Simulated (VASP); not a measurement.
Si, 8 atoms in the cell. The structure is hexagonal, space group P6_3/mmc (No. 194). Conventional cell: a = 3.840 Å, b = 3.840 Å, c = 12.624 Å, α = 90.00°, β = 90.00°, γ = 120.00°. Within 3.1 Å of Si (site symmetry 3m) lie 4 Si at 2.35 Å. Within 3.1 Å of Si (site symmetry 3m) lie 4 Si at 2.35 to 2.38 Å. This isn't the form of Si at room conditions, which is diamond.

```yaml
Program: VASP 6.6.1
Task: single point
Functional: PBE
Potentials_or_basis: VASP PAW PBE potentials, release 64 (Si)
Cutoff: 520 eV
k_mesh: 12 × 12 × 2
Occupations: fermi-dirac, width 0.02 eV
Spin: no spin polarisation
Dipole_correction: no
Further_INCAR_settings: ALGO = Normal; EDIFF = 1e-06; NBANDS = 26
```

Potentials or basis: VASP PAW PBE potentials, release 64 (Si).

The run is started by

```console
$ cat potpaw_PBE.64/Si/POTCAR > POTCAR
$ mpirun -np 1 vasp_std > vasp.out
```

Hardware: 1 thread of Intel(R) Xeon(R) Platinum 8259CL CPU @ 2.50GHz (Skylake/Cascade Lake) (shared host).

Q: How long does it take, and how much memory?

A: Run time: 2.5 min on 1 thread of Intel(R) Xeon(R) Platinum 8259CL CPU @ 2.50GHz (Skylake/Cascade Lake) (shared host), peak memory 0.32 GiB. Counts: scf iterations 13, k points 38.
